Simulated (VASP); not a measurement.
A run of VASP 6.6.1 is set up as follows.

Contents of INCAR:

```
PREC = Accurate ; ENCUT = 520
EDIFF = 1E-6 ; ISMEAR = 0
SIGMA = 0.1 ; LREAL = F
LASPH = T ; NELM = 100
ALGO = Normal ; ISIF = 2
LWAVE = F ; LCHARG = F
GGA = PE ; NBANDS = 16
```

The input KPOINTS:

```
Automatic mesh
0
Gamma
  12 12 8
```

POSCAR

```
SbSe2
1.0
    3.8031437687      0.0000000000      0.0000000000
    0.0000000000      3.8031437687      0.0000000000
    0.0000000000      0.0000000000      5.6700710163
Sb Se
1 2
Direct
    0.0000000000      0.0000000000      0.0000000000
    0.5000000000      0.5000000000      0.2569556149
    0.5000000000      0.5000000000      0.7430443851
```

Potentials or basis: VASP PAW PBE potentials, release 64 (Sb, Se).

The run is started by

```sh
$ cat potpaw_PBE.64/Sb/POTCAR potpaw_PBE.64/Se/POTCAR > POTCAR
$ mpirun -np 1 vasp_std > vasp.out
```

(1) Predict the largest force.

(2) Estimate the pressure.

Answers

(1) 0.013 eV/Å.

(2) -0.1 GPa.
